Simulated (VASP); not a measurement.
# BPd4 (P-43m) in VASP: single point with PBE

Aim: the single point of BPd4 with PBE.

Everything below comes from runs of VASP 6.6.1. Logs are shortened: lines on timing, memory, paths and dates and some standing lists are left out, and cuts for length are marked.

### Step 1. The cell of the first run

Symmetry: P-43m, No. 215, cubic system. The conventional cell has a = 4.201 Å, b = 4.201 Å, c = 4.201 Å, α = 90.00°, β = 90.00°, γ = 90.00°. Within 2.6 Å of B (site symmetry -43m) lie 4 Pd at 1.93 Å. Within 2.6 Å of Pd (site symmetry 3m) lie 1 B at 1.93 Å.

The cell was generated, and may not be a known phase.

### Step 2. Single point, PBE

Input file INCAR:

```
SYSTEM = BPd4
  PREC = Accurate
  ENCUT = 1230
  EDIFF = 1E-6
  ISMEAR = 0
  SIGMA = 0.1
  LREAL = .False.
  LASPH = .True.
  NELM = 120
  ALGO = Normal
  ISIF = 2
  LWAVE = .False.
  LCHARG = .False.
  GGA = PE
  NBANDS = 46
  GGA_COMPAT = .False.
```

Input file KPOINTS:

```
Automatic mesh
0
Gamma
  4 4 4
  0 0 0
```

Input file POSCAR:

```
BPd4
1.0
    4.2013854119      0.0000000000      0.0000000000
    0.0000000000      4.2013854119      0.0000000000
    0.0000000000      0.0000000000      4.2013854119
B Pd
1 4
Direct
    0.5000000000      0.5000000000      0.5000000000
    0.2342314685      0.2342314685      0.2342314685
    0.7657685315      0.7657685315      0.2342314685
    0.7657685315      0.2342314685      0.7657685315
    0.2342314685      0.7657685315      0.7657685315
```

Potentials or basis: VASP PAW PBE potentials, release 64 (B_h, Pd_sv_GW).

Command:

```
cat potpaw_PBE.64/B_h/POTCAR potpaw_PBE.64/Pd_sv_GW/POTCAR > POTCAR
mpirun -np 1 vasp_std > vasp.out
```

OUTCAR:

```text
SYSTEM = BPd4
   PREC = Accurate
   ENCUT = 1230
   EDIFF = 1E-6
   ISMEAR = 0
   LREAL = .False.
   LASPH = .True.
   NELM = 120
   ISIF = 2
   GGA = PE

 ion  position               nearest neighbor table
   1  0.500  0.500  0.500-   2 1.93   3 1.93   4 1.93   5 1.93
   2  0.234  0.234  0.234-   1 1.93
   3  0.766  0.766  0.234-   1 1.93
   4  0.766  0.234  0.766-   1 1.93
   5  0.234  0.766  0.766-   1 1.93

  LATTYP: Found a simple cubic cell.
 ALAT       =     4.2013854119

  Lattice vectors:

 A1 = (   4.2013854119,   0.0000000000,   0.0000000000)
 A2 = (   0.0000000000,   4.2013854119,   0.0000000000)
 A3 = (   0.0000000000,   0.0000000000,   4.2013854119)

Analysis of symmetry for initial positions (statically):
=====================================================================
 Subroutine PRICEL returns:
 Original cell was already a primitive cell.

 Routine SETGRP: Setting up the symmetry group for a
 simple cubic supercell.

 Subroutine GETGRP returns: Found 24 space group operations
 (whereof 24 operations were pure point group operations)
 out of a pool of 48 trial point group operations.

The static configuration has the point symmetry T_d .

Analysis of symmetry for dynamics (positions and initial velocities):
=====================================================================
 Subroutine PRICEL returns:
 Original cell was already a primitive cell.

 Routine SETGRP: Setting up the symmetry group for a
 simple cubic supercell.

 Subroutine GETGRP returns: Found 24 space group operations
 (whereof 24 operations were pure point group operations)
 out of a pool of 48 trial point group operations.

The dynamic configuration has the point symmetry T_d .

 Subroutine INISYM returns: Found 24 space group operations
 (whereof 24 operations are pure point group operations),
 and found     1 'primitive' translations

----------------------------------------------------------------------------------------

                                     Primitive cell

  volume of cell :      74.1613

  direct lattice vectors                    reciprocal lattice vectors
     4.201385412  0.000000000  0.000000000     0.238016726  0.000000000  0.000000000
     0.000000000  4.201385412  0.000000000     0.000000000  0.238016726  0.000000000
     0.000000000  0.000000000  4.201385412     0.000000000  0.000000000  0.238016726

  length of vectors
     4.201385412  4.201385412  4.201385412     0.238016726  0.238016726  0.238016726

  position of ions in fractional coordinates (direct lattice)
     0.500000000  0.500000000  0.500000000
     0.234231468  0.234231468  0.234231468
     0.765768532  0.765768532  0.234231468
     0.765768532  0.234231468  0.765768532
     0.234231468  0.765768532  0.765768532

  ion indices of the primitive-cell ions
   primitive index   ion index
                 1           1
                 2           2
                 3           3
                 4           4
                 5           5

----------------------------------------------------------------------------------------

 KPOINTS: Automatic mesh

Automatic generation of k-mesh.
 Grid dimensions read from file:
 generate k-points for:    4    4    4

 Generating k-lattice:

  Cartesian coordinates                     Fractional coordinates (reciprocal lattice)
     0.059504181  0.000000000  0.000000000     0.250000000  0.000000000  0.000000000
     0.000000000  0.059504181  0.000000000     0.000000000  0.250000000  0.000000000
     0.000000000  0.000000000  0.059504181     0.000000000  0.000000000  0.250000000

  Length of vectors
     0.059504181  0.059504181  0.059504181

  Shift w.r.t. Gamma in fractional coordinates (k-lattice)
     0.000000000  0.000000000  0.000000000

 Subroutine IBZKPT returns following result:
 ===========================================

 Found     10 irreducible k-points:

 Following reciprocal coordinates:
            Coordinates               Weight
  0.000000  0.000000  0.000000      1.000000
  0.250000  0.000000  0.000000      6.000000
  0.500000  0.000000  0.000000      3.000000
  0.250000  0.250000  0.000000     12.000000
  0.500000  0.250000  0.000000     12.000000
  0.500000  0.500000  0.000000      3.000000
  0.250000  0.250000  0.250000      8.000000
  0.500000  0.250000  0.250000     12.000000
  0.500000  0.500000  0.250000      6.000000
  0.500000  0.500000  0.500000      1.000000
   k-points           NKPTS =     10   k-points in BZ     NKDIM =     10   number of bands    NBANDS=     46
   number of dos      NEDOS =    301   number of ions     NIONS =      5
   total plane-waves  NPLWV = 110592
   dimension x,y,z NGX =    48 NGY =   48 NGZ =   48
   dimension x,y,z NGXF=    96 NGYF=   96 NGZF=   96
   ions per type =               1   4
   NGX,Y,Z   is equivalent  to a cutoff of  18.99, 18.99, 18.99 a.u.
   NGXF,Y,Z  is equivalent  to a cutoff of  37.99, 37.99, 37.99 a.u.
 SYSTEM =  BPd4
   PREC   = accura    normal or accurate (medium, high low for compatibility)
   ISTART =      0    job   : 0-new  1-cont  2-samecut
   ICHARG =      2    charge: 1-file 2-atom 10-const
   ISPIN  =      1    spin polarized calculation?
   LNONCOLLINEAR =      F non collinear calculations
   LSORBIT =      F    spin-orbit coupling
   LASPH  =      T    aspherical Exc in radial PAW
   ENCUT  = 1230.0 eV  90.40 Ry    9.51 a.u.  12.01 12.01 12.01*2*pi/ulx,y,z
   NELM   =    120;   NELMIN=  2; NELMDL= -5     # of ELM steps
   EDIFF  = 0.1E-05   stopping-criterion for ELM
   LREAL  =      F    real-space projection
   EDIFFG = 0.1E-04   stopping-criterion for IOM
   NSW    =      0    number of steps for IOM
   IBRION =     -1    ionic relax: 0-MD 1-quasi-New 2-CG
   NFREE  =      0    steps in history (QN), initial steepest desc. (CG)
   ISIF   =      2    stress and relaxation
   ISYM   =      2    0-nonsym 1-usesym 2-fastsym
   POTIM  = 0.5000    time-step for ionic-motion
   TEBEG  =    0.0;   TEEND  =   0.0 temperature during run
   PSTRESS=    0.0 pullay stress
   NELECT =      75.0000    total number of electrons
   NUPDOWN=      -1.0000    fix difference up-down
   EMIN   =  10.00;   EMAX   =-10.00  energy-range for DOS
   EFERMI =   0.00;   METHOD = LEGACY
   ISMEAR =     0;   SIGMA  =   0.10  broadening in eV -4-tet -1-fermi 0-gaus
   EFERMI_NEDOS =   21; number of points for ismear=-14 and -15
   IALGO  =     38    algorithm
   IMIX   =      4    mixing-type and parameters
     AMIX     =   0.40;   BMIX     =  1.00
     AMIX_MAG =   1.60;   BMIX_MAG =  1.00
  volume/ion in A,a.u.               =      14.83       100.09
  Fermi-wavevector in a.u.,A,eV,Ry     =   1.643247  3.105286 36.739257  2.700259
  Thomas-Fermi vector in A             =   2.733413
   LORBIT       =      0    0 simple, 1 ext, 2 COOP (PROOUT), +10 PAW based schemes
   GGA     = PE    functional components
   LHFCALC =     F    Hartree Fock is set to
   AEXX    =    0.0000 exact exchange contribution
   IVDW    =     0    specifies the selected vdW correction
   LEPSILON=     F    determine dielectric tensor
   LRPA    =     F    only Hartree local field effects (RPA)
 non-spin polarized calculation
 Gauss-broadening in eV      SIGMA  =   0.10
  energy-cutoff  :     1230.00
  volume of cell :       74.16
 maximum number of plane-waves:      7312
   NGX = 25   NGY = 25   NGZ = 25

 number of electron      74.9999991 magnetization

 Free energy of the ion-electron system (eV)
  ---------------------------------------------------
  ext. energy  EPLUGINS =         0.00000000
  ---------------------------------------------------
  free energy    TOTEN  =       -21.77456415 eV

  energy without entropy =      -21.76944523  energy(sigma->0) =      -21.77200469

 E-fermi :   7.1957     XC(G=0): -12.5567

 val. band max:        7.1890472815   @ k =   0.5000   0.5000   0.5000
 cond. band min:       7.4145039787   @ k =   0.5000   0.5000   0.2500
 fundamental gap:      0.2254566972
 Fermi energy:         7.1957318627

 k-point     1 :       0.0000    0.0000    0.0000
  band No.  band energies     occupation
      1     -77.0625      2.00000
      2     -77.0323      2.00000
      3     -77.0323      2.00000
      4     -77.0323      2.00000
      5     -43.2592      2.00000
      6     -43.0962      2.00000
[... 38 lines left out ...]
     45      16.2667      0.00000
     46      16.2667      0.00000

 k-point     2 :       0.2500    0.0000    0.0000
  band No.  band energies     occupation
      1     -77.0590      2.00000
      2     -77.0358      2.00000
      3     -77.0323      2.00000
      4     -77.0323      2.00000
      5     -43.2438      2.00000
      6     -43.1114      2.00000
[... 38 lines left out ...]
     45      16.2541      0.00000
     46      17.0679      0.00000

 k-point     3 :       0.5000    0.0000    0.0000
  band No.  band energies     occupation
      1     -77.0538      2.00000
      2     -77.0410      2.00000
      3     -77.0323      2.00000
      4     -77.0323      2.00000
      5     -43.2235      2.00000
      6     -43.1315      2.00000
[... 38 lines left out ...]
     45      16.0375      0.00000
     46      16.0375      0.00000

 k-point     4 :       0.2500    0.2500    0.0000
  band No.  band energies     occupation
      1     -77.0560      2.00000
      2     -77.0355      2.00000
      3     -77.0352      2.00000
      4     -77.0327      2.00000
      5     -43.2352      2.00000
      6     -43.1219      2.00000
[... 234 lines left out ...]
     45      16.5703      0.00000
     46      16.9735      0.00000

 k-point     9 :       0.5000    0.5000    0.2500
  band No.  band energies     occupation
      1     -77.0466      2.00000
      2     -77.0381      2.00000
      3     -77.0381      2.00000
      4     -77.0364      2.00000
      5     -43.2495      2.00000
      6     -43.1150      2.00000
[... 38 lines left out ...]
     45      16.6682      0.00000
     46      17.5870      0.00000

 k-point    10 :       0.5000    0.5000    0.5000
  band No.  band energies     occupation
      1     -77.0449      2.00000
      2     -77.0381      2.00000
      3     -77.0381      2.00000
      4     -77.0381      2.00000
      5     -43.2669      2.00000
      6     -43.0995      2.00000
[... 38 lines left out ...]
     45      17.5847      0.00000
     46      17.5847      0.00000

------------------------ aborting loop because EDIFF is reached ----------------------------------------

  FORCE on cell =-STRESS in cart. coord.  units (eV):
  Direction    XX          YY          ZZ          XY          YZ          ZX
  --------------------------------------------------------------------------------------
  -------------------------------------------------------------------------------------
  Total       -0.0357324     -0.0357324     -0.0357324     -0.0000000      0.0000000      0.0000000
  in kB       -0.7719614     -0.7719614     -0.7719614     -0.0000000      0.0000000      0.0000000
  external PRESSURE =      -0.7719614 kB  Pullay stress =       0.0000000 kB

 VOLUME and BASIS-vectors are now :
 -----------------------------------------------------------------------------
  energy-cutoff  :     1230.00
  volume of cell :       74.16
      direct lattice vectors                 reciprocal lattice vectors
     4.201385412  0.000000000  0.000000000     0.238016726  0.000000000  0.000000000
     0.000000000  4.201385412  0.000000000     0.000000000  0.238016726  0.000000000
     0.000000000  0.000000000  4.201385412     0.000000000  0.000000000  0.238016726

 POSITION                                       TOTAL-FORCE (eV/Angst)
 -----------------------------------------------------------------------------------
      2.10069      2.10069      2.10069         0.000000     -0.000000     -0.000000
      0.98410      0.98410      0.98410         0.010108      0.010108      0.010108
      3.21729      3.21729      0.98410        -0.010108     -0.010108      0.010108
      3.21729      0.98410      3.21729        -0.010108      0.010108     -0.010108
      0.98410      3.21729      3.21729         0.010108     -0.010108     -0.010108
 -----------------------------------------------------------------------------------
    total drift:                               -0.000000     -0.000000     -0.000000

  FREE ENERGIE OF THE ION-ELECTRON SYSTEM (eV)
  ---------------------------------------------------
  free  energy   TOTEN  =       -21.7745641535 eV

  energy  without entropy=      -21.7694452264  energy(sigma->0) =      -21.77200469
```

It took 2.1 min on 1 thread of AMD EPYC 7R13 (Zen 3), shared host; peak memory 0.36 GiB.

What came out:

```yaml
Free_energy: -21.7746 eV
Pressure: -0.1 GPa
Largest_force: 0.018 eV/Å
Band_gap_on_the_k_mesh: zero (an odd number of electrons rules out a gap without spin polarisation)
```

Forces on the atoms (eV/Å):
```
B    0.000  0.000  0.000
Pd   0.010  0.010  0.010
Pd  -0.010 -0.010  0.010
Pd  -0.010  0.010 -0.010
Pd   0.010 -0.010 -0.010
```

Levels at points of the mesh, in eV from the Fermi level:
```csv
k point,band 34,band 35,band 36,band 37,band 38,band 39,band 40,band 41,band 42,band 43
"(0.00, 0.00, 0.00)",-0.95,-0.84,-0.41,-0.41,-0.41,2.61,2.61,3.53,3.53,3.53
"(0.50, 0.00, 0.00)",-1.59,-1.46,-1.18,-0.66,-0.66,2.53,3.77,3.77,4.80,6.75
"(0.50, 0.50, 0.00)",-2.18,-1.54,-1.28,0.29,0.29,0.46,0.84,3.50,7.13,7.13
"(0.50, 0.50, 0.50)",-0.89,-0.89,-0.61,-0.61,-0.01,-0.01,-0.01,3.36,3.36,3.36
```

Caveat: the k points lie up to 0.37 Å⁻¹ apart, too coarse for converged energies and pressures of a metal.

The gap in the log of VASP goes by the Fermi energy; the results here count the filled bands.